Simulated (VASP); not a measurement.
# TiCuGeAs (P4/nmm) in VASP: a series of runs

TiCuGeAs is run at these levels: LDA; tasks: single point.

Program: VASP 6.6.1. These are calculated values, not measurements. Logs are shortened: lines on timing, memory, paths and dates and some standing lists are left out, and cuts for length are marked.

**1. The cell of the first run**

The structure is tetragonal, space group P4/nmm (No. 129). The conventional cell has a = 3.646 Å, b = 3.646 Å, c = 9.261 Å, α = 90.00°, β = 90.00°, γ = 90.00°. Within 3.7 Å of Ti (site symmetry 4mm) lie 4 As at 2.71 Å and 4 Ge at 2.76 Å and 4 Cu at 3.14 Å and 4 Ti at 3.65 Å. Cu (site symmetry -4m2) has 4 As at 2.52 Å and 4 Cu at 2.58 Å and 4 Ti at 3.14 Å within 3.3 Å. Ge (site symmetry -4m2) has 4 Ge at 2.58 Å and 4 Ti at 2.76 Å and 4 As at 3.42 Å within 3.5 Å. As (site symmetry 4mm) has 4 Cu at 2.52 Å and 4 Ti at 2.71 Å and 4 Ge at 3.42 Å within 3.5 Å.

**2. Single point, LDA**

The input, INCAR:

```
PREC = Accurate
ENCUT = 520
EDIFF = 1E-7
ISMEAR = 1
SIGMA = 0.1
LREAL = False
LASPH = True
NELM = 80
ALGO = Normal
ISIF = 2
LWAVE = False
LCHARG = True
LELF = True
LVHAR = True
NBANDS = 52
```

The input, KPOINTS:

```
regular mesh
0
Gamma
  7 7 3
```

The input, POSCAR:

```
TiCuGeAs
1.0
    3.6461100000      0.0000000000      0.0000000000
    0.0000000000      3.6461100000      0.0000000000
    0.0000000000      0.0000000000      9.2614700000
Ti Cu Ge As
2 2 2 2
Direct
    0.0000000000      0.5000000000      0.7765000000
    0.5000000000      0.0000000000      0.2235000000
    0.5000000000      0.5000000000      0.5000000000
    0.0000000000      0.0000000000      0.5000000000
    0.5000000000      0.5000000000      0.0000000000
    0.0000000000      0.0000000000      0.0000000000
    0.0000000000      0.5000000000      0.3122300000
    0.5000000000      0.0000000000      0.6877700000
```

Potentials or basis: VASP PAW LDA potentials, release 64 (Ti_sv, Cu, Ge_d, As).

The run is started by

```sh
> cat potpaw_LDA.64/Ti_sv/POTCAR potpaw_LDA.64/Cu/POTCAR potpaw_LDA.64/Ge_d/POTCAR potpaw_LDA.64/As/POTCAR > POTCAR
> mpirun -np 1 vasp_std > vasp.out
```

OUTCAR:

```text
PREC = Accurate
   ENCUT = 520
   EDIFF = 1E-7
   ISMEAR = 1
   LREAL = False
   LASPH = True
   NELM = 80
   ISIF = 2

 ion  position               nearest neighbor table
   1  0.000  0.500  0.776-   8 2.71   8 2.71   8 2.71   8 2.71   6 2.76   5 2.76   5 2.76   6 2.76

   2  0.500  0.000  0.224-   7 2.71   7 2.71   7 2.71   7 2.71   6 2.76   6 2.76   5 2.76   5 2.76

   3  0.500  0.500  0.500-   7 2.52   8 2.52   8 2.52   7 2.52   4 2.58   4 2.58   4 2.58   4 2.58

   4  0.000  0.000  0.500-   7 2.52   8 2.52   7 2.52   8 2.52   3 2.58   3 2.58   3 2.58   3 2.58

   5  0.500  0.500  0.000-   6 2.58   6 2.58   6 2.58   6 2.58   2 2.76   1 2.76   1 2.76   2 2.76

   6  0.000  0.000  0.000-   5 2.58   5 2.58   5 2.58   5 2.58   2 2.76   2 2.76   1 2.76   1 2.76

   7  0.000  0.500  0.312-   3 2.52   4 2.52   4 2.52   3 2.52   2 2.71   2 2.71   2 2.71   2 2.71

   8  0.500  0.000  0.688-   3 2.52   4 2.52   3 2.52   4 2.52   1 2.71   1 2.71   1 2.71   1 2.71

  LATTYP: Found a simple tetragonal cell.
 ALAT       =     3.6461100000
 C/A-ratio  =     2.5400961573

  Lattice vectors:

 A1 = (   3.6461100000,   0.0000000000,   0.0000000000)
 A2 = (   0.0000000000,   3.6461100000,   0.0000000000)
 A3 = (   0.0000000000,   0.0000000000,   9.2614700000)

Analysis of symmetry for initial positions (statically):
=====================================================================
 Subroutine PRICEL returns:
 Original cell was already a primitive cell.

 Routine SETGRP: Setting up the symmetry group for a
 simple tetragonal supercell.

 Subroutine GETGRP returns: Found 16 space group operations
 (whereof  8 operations were pure point group operations)
 out of a pool of 16 trial point group operations.

The static configuration has the point symmetry D_2d.
 The point group associated with its full space group is D_4h.

Analysis of symmetry for dynamics (positions and initial velocities):
=====================================================================
 Subroutine PRICEL returns:
 Original cell was already a primitive cell.

 Routine SETGRP: Setting up the symmetry group for a
 simple tetragonal supercell.

 Subroutine GETGRP returns: Found 16 space group operations
 (whereof  8 operations were pure point group operations)
 out of a pool of 16 trial point group operations.

The dynamic configuration has the point symmetry D_2d.
 The point group associated with its full space group is D_4h.

 Subroutine INISYM returns: Found 16 space group operations
 (whereof  8 operations are pure point group operations),
 and found     1 'primitive' translations

----------------------------------------------------------------------------------------

                                     Primitive cell

  volume of cell :     123.1231

  direct lattice vectors                    reciprocal lattice vectors
     3.646110000  0.000000000  0.000000000     0.274264901  0.000000000  0.000000000
     0.000000000  3.646110000  0.000000000     0.000000000  0.274264901  0.000000000
     0.000000000  0.000000000  9.261470000     0.000000000  0.000000000  0.107974220

  length of vectors
     3.646110000  3.646110000  9.261470000     0.274264901  0.274264901  0.107974220

  position of ions in fractional coordinates (direct lattice)
     0.000000000  0.500000000  0.776500000
     0.500000000  0.000000000  0.223500000
     0.500000000  0.500000000  0.500000000
     0.000000000  0.000000000  0.500000000
     0.500000000  0.500000000  0.000000000
     0.000000000  0.000000000  0.000000000
     0.000000000  0.500000000  0.312230000
     0.500000000  0.000000000  0.687770000

  ion indices of the primitive-cell ions
   primitive index   ion index
                 1           1
                 2           2
                 3           3
                 4           4
                 5           5
                 6           6
                 7           7
                 8           8

----------------------------------------------------------------------------------------

 KPOINTS: regular mesh

Automatic generation of k-mesh.
 Grid dimensions read from file:
 generate k-points for:    7    7    3

 Generating k-lattice:

  Cartesian coordinates                     Fractional coordinates (reciprocal lattice)
     0.039180700  0.000000000  0.000000000     0.142857143  0.000000000  0.000000000
     0.000000000  0.039180700  0.000000000     0.000000000  0.142857143  0.000000000
     0.000000000  0.000000000  0.035991407     0.000000000  0.000000000  0.333333333

  Length of vectors
     0.039180700  0.039180700  0.035991407

  Shift w.r.t. Gamma in fractional coordinates (k-lattice)
     0.000000000  0.000000000  0.000000000

 Subroutine IBZKPT returns following result:
 ===========================================

 Found     20 irreducible k-points:

 Following reciprocal coordinates:
            Coordinates               Weight
  0.000000  0.000000  0.000000      1.000000
  0.142857  0.000000  0.000000      4.000000
  0.285714  0.000000  0.000000      4.000000
  0.428571  0.000000  0.000000      4.000000
  0.142857  0.142857  0.000000      4.000000
  0.285714  0.142857  0.000000      8.000000
[... 12 lines left out ...]
  0.428571  0.285714  0.333333     16.000000
  0.428571  0.428571  0.333333      8.000000
   k-points           NKPTS =     20   k-points in BZ     NKDIM =     20   number of bands    NBANDS=     52
   number of dos      NEDOS =    301   number of ions     NIONS =      8
   total plane-waves  NPLWV =  54880
   dimension x,y,z NGX =    28 NGY =   28 NGZ =   70
   dimension x,y,z NGXF=    56 NGYF=   56 NGZF=  140
   ions per type =               2   2   2   2
   NGX,Y,Z   is equivalent  to a cutoff of  12.77, 12.77, 12.57 a.u.
   NGXF,Y,Z  is equivalent  to a cutoff of  25.53, 25.53, 25.13 a.u.
 SYSTEM =  unknown system
   PREC   = accura    normal or accurate (medium, high low for compatibility)
   ISTART =      0    job   : 0-new  1-cont  2-samecut
   ICHARG =      2    charge: 1-file 2-atom 10-const
   ISPIN  =      1    spin polarized calculation?
   LNONCOLLINEAR =      F non collinear calculations
   LSORBIT =      F    spin-orbit coupling
   LASPH  =      T    aspherical Exc in radial PAW
   ENCUT  =  520.0 eV  38.22 Ry    6.18 a.u.   6.78  6.78 17.22*2*pi/ulx,y,z
   NELM   =     80;   NELMIN=  2; NELMDL= -5     # of ELM steps
   EDIFF  = 0.1E-06   stopping-criterion for ELM
   LREAL  =      F    real-space projection
   EDIFFG = 0.1E-05   stopping-criterion for IOM
   NSW    =      0    number of steps for IOM
   IBRION =     -1    ionic relax: 0-MD 1-quasi-New 2-CG
   NFREE  =      0    steps in history (QN), initial steepest desc. (CG)
   ISIF   =      2    stress and relaxation
   ISYM   =      2    0-nonsym 1-usesym 2-fastsym
   POTIM  = 0.5000    time-step for ionic-motion
   TEBEG  =    0.0;   TEEND  =   0.0 temperature during run
   PSTRESS=    0.0 pullay stress
   NELECT =      84.0000    total number of electrons
   NUPDOWN=      -1.0000    fix difference up-down
   EMIN   =  10.00;   EMAX   =-10.00  energy-range for DOS
   EFERMI =   0.00;   METHOD = LEGACY
   ISMEAR =     1;   SIGMA  =   0.10  broadening in eV -4-tet -1-fermi 0-gaus
   EFERMI_NEDOS =   21; number of points for ismear=-14 and -15
   IALGO  =     38    algorithm
   IMIX   =      4    mixing-type and parameters
     AMIX     =   0.40;   BMIX     =  1.00
     AMIX_MAG =   1.60;   BMIX_MAG =  1.00
  volume/ion in A,a.u.               =      15.39       103.86
  Fermi-wavevector in a.u.,A,eV,Ry     =   1.441191  2.723455 28.259716  2.077031
  Thomas-Fermi vector in A             =   2.559851
   LORBIT       =      0    0 simple, 1 ext, 2 COOP (PROOUT), +10 PAW based schemes
   GGA     = CA    functional components
   LHFCALC =     F    Hartree Fock is set to
   AEXX    =    0.0000 exact exchange contribution
   IVDW    =     0    specifies the selected vdW correction
   LEPSILON=     F    determine dielectric tensor
   LRPA    =     F    only Hartree local field effects (RPA)
 non-spin polarized calculation
 Methfessel and Paxton  Order N= 1 SIGMA  =   0.10
  energy-cutoff  :      520.00
  volume of cell :      123.12
 maximum number of plane-waves:      3334
 NGX is ok and might be reduce to    28
   NGX = 13   NGY = 13   NGZ = 35

 number of electron      84.0000077 magnetization

 Free energy of the ion-electron system (eV)
  ---------------------------------------------------
  ext. energy  EPLUGINS =         0.00000000
  ---------------------------------------------------
  free energy    TOTEN  =       -51.49124222 eV

  energy without entropy =      -51.48809182  energy(sigma->0) =      -51.49019209

 E-fermi :   8.2822     XC(G=0): -12.0898

 val. band max:        8.2747769737   @ k =   0.1429   0.1429   0.3333
 cond. band min:       8.3018012052   @ k =   0.4286   0.0000   0.3333
 fundamental gap:      0.0270242315
 Fermi energy:         8.2821723567

 k-point     1 :       0.0000    0.0000    0.0000
  band No.  band energies     occupation
      1     -48.4283      2.00000
      2     -48.4282      2.00000
      3     -25.0983      2.00000
      4     -25.0983      2.00000
      5     -25.0982      2.00000
      6     -25.0982      2.00000
[... 44 lines left out ...]
     51      10.9294      0.00000
     52      10.9768      0.00000

 k-point     2 :       0.1429    0.0000    0.0000
  band No.  band energies     occupation
      1     -48.4278      2.00000
      2     -48.4277      2.00000
      3     -25.1072      2.00000
      4     -25.1070      2.00000
      5     -25.0973      2.00000
      6     -25.0971      2.00000
[... 44 lines left out ...]
     51      10.9504      0.00000
     52      11.3811      0.00000
[... 933 lines left out ...]
     51      11.2351      0.00000
     52      11.5371      0.00000

 k-point    20 :       0.4286    0.4286    0.3333
  band No.  band energies     occupation
      1     -48.4233      2.00000
      2     -48.4233      2.00000
      3     -25.1361      2.00000
      4     -25.1358      2.00000
      5     -25.1349      2.00000
      6     -25.1346      2.00000
[... 44 lines left out ...]
     51      10.8752      0.00000
     52      11.0820      0.00000

------------------------ aborting loop because EDIFF is reached ----------------------------------------

  FORCE on cell =-STRESS in cart. coord.  units (eV):
  Direction    XX          YY          ZZ          XY          YZ          ZX
  --------------------------------------------------------------------------------------
  -------------------------------------------------------------------------------------
  Total       -6.7287074     -6.7287074     -5.8049007      0.0000000      0.0000000     -0.0000000
  in kB      -87.5593978    -87.5593978    -75.5380761      0.0000000      0.0000000     -0.0000000
  external PRESSURE =     -83.5522905 kB  Pullay stress =       0.0000000 kB

 VOLUME and BASIS-vectors are now :
 -----------------------------------------------------------------------------
  energy-cutoff  :      520.00
  volume of cell :      123.12
      direct lattice vectors                 reciprocal lattice vectors
     3.646110000  0.000000000  0.000000000     0.274264901  0.000000000  0.000000000
     0.000000000  3.646110000  0.000000000     0.000000000  0.274264901  0.000000000
     0.000000000  0.000000000  9.261470000     0.000000000  0.000000000  0.107974220

 POSITION                                       TOTAL-FORCE (eV/Angst)
 -----------------------------------------------------------------------------------
      0.00000      1.82306      7.19153        -0.000000     -0.000000      0.074560
      1.82306      0.00000      2.06994         0.000000     -0.000000     -0.074560
      1.82306      1.82306      4.63073        -0.000000      0.000000      0.000000
      0.00000      0.00000      4.63073         0.000000     -0.000000      0.000000
      1.82306      1.82306      0.00000        -0.000000      0.000000      0.000000
      0.00000      0.00000      0.00000         0.000000     -0.000000      0.000000
      0.00000      1.82306      2.89171         0.000000     -0.000000      0.274005
      1.82306      0.00000      6.36976         0.000000     -0.000000     -0.274005
 -----------------------------------------------------------------------------------
    total drift:                                0.000000      0.000000      0.000000

  FREE ENERGIE OF THE ION-ELECTRON SYSTEM (eV)
  ---------------------------------------------------
  free  energy   TOTEN  =       -51.4912422229 eV

  energy  without entropy=      -51.4880918177  energy(sigma->0) =      -51.49019209
```

Wall time 4.5 min (1 thread of Oxide Virtual Turin-like, shared host); peak memory 0.23 GiB.

What came out:

* Free energy: -51.4912 eV
* Pressure: -8.4 GPa
* Largest force: 0.274 eV/Å
* Band gap on the k mesh: zero (bands 42 and 43 overlap by 0.12 eV)

Forces on the atoms (eV/Å):
```
Ti   0.000  0.000  0.075
Ti   0.000  0.000 -0.075
Cu   0.000  0.000  0.000
Cu   0.000  0.000  0.000
Ge   0.000  0.000  0.000
Ge   0.000  0.000  0.000
As   0.000  0.000  0.274
As   0.000  0.000 -0.274
```

Stress tensor (GPa, compression positive):
```
-8.76  0.00  0.00
 0.00 -8.76  0.00
 0.00  0.00 -7.55
```

Levels at points of the mesh, in eV from the Fermi level:
| k point | band 39 | band 40 | band 41 | band 42 | band 43 | band 44 | band 45 | band 46 |
| --- | --- | --- | --- | --- | --- | --- | --- | --- |
| (0.00, 0.00, 0.00) | -1.81 | -1.46 | -0.31 | -0.31 | 0.37 | 0.57 | 0.58 | 1.10 |

Caveat: the cell stands under tension.

**3. Single point, LDA**

The input, INCAR:

```
ALGO = Normal ; EDIFF = 1E-6
ENCUT = 520 ; GGA = CA
ISIF = 2 ; ISMEAR = 1
LASPH = T ; LCHARG = F
LREAL = F ; LWAVE = F
NBANDS = 52 ; NELM = 100
PREC = Accurate ; SIGMA = 0.1
```

The input, KPOINTS:

```
k-points
0
Gamma
  7 7 3
```

POSCAR is that of step 2.

Potentials or basis: VASP PAW LDA potentials, release 64 (Ti_sv, Cu, Ge_d, As).

The run is started by

```sh
> cat potpaw_LDA.64/Ti_sv/POTCAR potpaw_LDA.64/Cu/POTCAR potpaw_LDA.64/Ge_d/POTCAR potpaw_LDA.64/As/POTCAR > POTCAR
> mpirun -np 1 vasp_std > vasp.out
```

Wall time 4.1 min (1 thread of Oxide Virtual Turin-like, shared host); peak memory 0.23 GiB.

Results (log left out):

| Quantity | Value |
| --- | --- |
| Free energy | -51.4912 eV |
| Pressure | -8.3 GPa |
| Largest force | 0.274 eV/Å |
| Band gap on the k mesh | zero (bands 42 and 43 overlap by 0.12 eV) |

Forces on the atoms (eV/Å):
```
Ti   0.000  0.000  0.075
Ti   0.000  0.000 -0.075
Cu   0.000  0.000  0.000
Cu   0.000  0.000  0.000
Ge   0.000  0.000  0.000
Ge   0.000  0.000  0.000
As   0.000  0.000  0.274
As   0.000  0.000 -0.274
```

Stress tensor (GPa, compression positive):
```
-8.74  0.00  0.00
 0.00 -8.74  0.00
 0.00  0.00 -7.53
```

Levels at points of the mesh, in eV from the Fermi level:
```
           k point  band 38  band 39  band 40  band 41  band 42  band 43  band 44  band 45  band 46  band 47
(0.00, 0.00, 0.00)    -1.94    -1.81    -1.46    -0.31    -0.31     0.37     0.57     0.58     1.10     1.10
```

Caveat: the cell stands under tension.

**4. Single point, LDA**

The input, INCAR:

```
SYSTEM = TiCuGeAs
ALGO = Normal
EDIFF = 1E-6
ENCUT = 520
ISIF = 2
ISMEAR = 1
LASPH = .True.
LCHARG = .False.
LREAL = .False.
LWAVE = .False.
NBANDS = 52
NELM = 60
PREC = Accurate
SIGMA = 0.1
```

The input, KPOINTS:

```
k-points
0
Gamma
  7 7 3
  0 0 0
```

POSCAR is that of step 3.

The run is started by

```sh
> cat potpaw_LDA.64/Ti_sv/POTCAR potpaw_LDA.64/Cu/POTCAR potpaw_LDA.64/Ge_d/POTCAR potpaw_LDA.64/As/POTCAR > POTCAR
> mpirun -np 1 vasp_std > vasp.out
```

Wall time 2.7 min (1 thread of Oxide Virtual Turin-like, shared host); peak memory 0.23 GiB.

It converged, with:

```yaml
Free_energy: -51.4912 eV
Pressure: -8.3 GPa
Largest_force: 0.274 eV/Å
Band_gap_on_the_k_mesh: zero (bands 42 and 43 overlap by 0.12 eV)
```

Forces on the atoms (eV/Å):
```
Ti   0.000  0.000  0.075
Ti   0.000  0.000 -0.075
Cu   0.000  0.000  0.000
Cu   0.000  0.000  0.000
Ge   0.000  0.000  0.000
Ge   0.000  0.000  0.000
As   0.000  0.000  0.274
As   0.000  0.000 -0.274
```

Stress tensor (GPa, compression positive):
```
-8.74  0.00  0.00
 0.00 -8.74  0.00
 0.00  0.00 -7.53
```

Levels at points of the mesh, in eV from the Fermi level:
| k point | band 40 | band 41 | band 42 | band 43 | band 44 | band 45 |
| --- | --- | --- | --- | --- | --- | --- |
| (0.00, 0.00, 0.00) | -1.46 | -0.31 | -0.31 | 0.37 | 0.57 | 0.58 |

Caveat: the cell stands under tension.

The gap in the log of VASP goes by the Fermi energy; the results here count the filled bands.